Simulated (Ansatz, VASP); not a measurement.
# Two plane-wave programs on Be

```xyz
6
Lattice="2.2575 0.0000 0.0000 1.1288 1.9551 0.0000 0.0000 0.0000 24.8781" Properties=species:S:1:pos:R:3 pbc="T T T"
Be    2.2575    1.3034    8.0000
Be    0.0000    0.0000    9.7756
Be    2.2575    1.3034   11.5512
Be    0.0000    0.0000   13.3268
Be    2.2575    1.3034   15.1025
Be    0.0000    0.0000   16.8781
```

Alike in both runs: task single point; functional PBEsol; k mesh 17 × 17 × 1; no spin polarisation.

|  | VASP | Ansatz |
| --- | --- | --- |
| version | VASP 6.6.1 | Ansatz 0.2.0 |
| potentials or method | VASP PAW PBE potentials, release 64 (Be), cutoff 520 eV | plane-wave PAW, scalar-relativistic |
| occupations | methfessel-paxton of order 1, width 0.1 eV | cold, width 0.1 eV |
| valence electrons in the cell | 12 | 12 |

|  | VASP | Ansatz | Ansatz less VASP |
| --- | --- | --- | --- |
| rms of the force components (eV/Å) | 0.073 | 0.067 | -0.0054 |

VASP's potentials were made for PBE, not for PBEsol, and Ansatz warns of the same on its side. Atom by atom the forces differ by 0.006 eV/Å (rms over components).
